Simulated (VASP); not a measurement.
SnO, 4 atoms in the cell. It takes space group P4/nmm (No. 129, tetragonal). Conventional cell: a = 3.827 Å, b = 3.827 Å, c = 4.868 Å, α = 90.00°, β = 90.00°, γ = 90.00°. Sn (site symmetry 4mm) has 4 O at 2.24 Å within 3.0 Å. O (site symmetry -4m2) has 4 Sn at 2.24 Å and 4 O at 2.71 Å within 3.0 Å. 

* Program: VASP 6.6.1
* Task: electric field gradients
* Functional: PBEsol
* Potentials or basis: VASP PAW PBE potentials, release 64 (Sn_d, O_h)
* Cutoff: 1000 eV
* k mesh: 8 × 8 × 6
* Occupations: fermi-dirac, width 0.01 eV
* Spin: no spin polarisation
* Dipole correction: no
* Further INCAR settings: ALGO = Normal; EDIFF = 1e-08; NBANDS = 28

Potentials or basis: VASP PAW PBE potentials, release 64 (Sn_d, O_h).

The run is started by

```bash
$ cat potpaw_PBE.64/Sn_d/POTCAR potpaw_PBE.64/O_h/POTCAR > POTCAR
$ mpirun -np 1 vasp_std > vasp.out
```

Hardware: 1 thread of Intel(R) Xeon(R) 6975P-C (Granite Rapids) (shared host).

Question: Estimate the wall time of this run.

Answer: Wall time 2.7 min on 1 thread of Intel(R) Xeon(R) 6975P-C (Granite Rapids) (shared host), peak memory 0.43 GiB. Counts: scf iterations 19, k points 60.
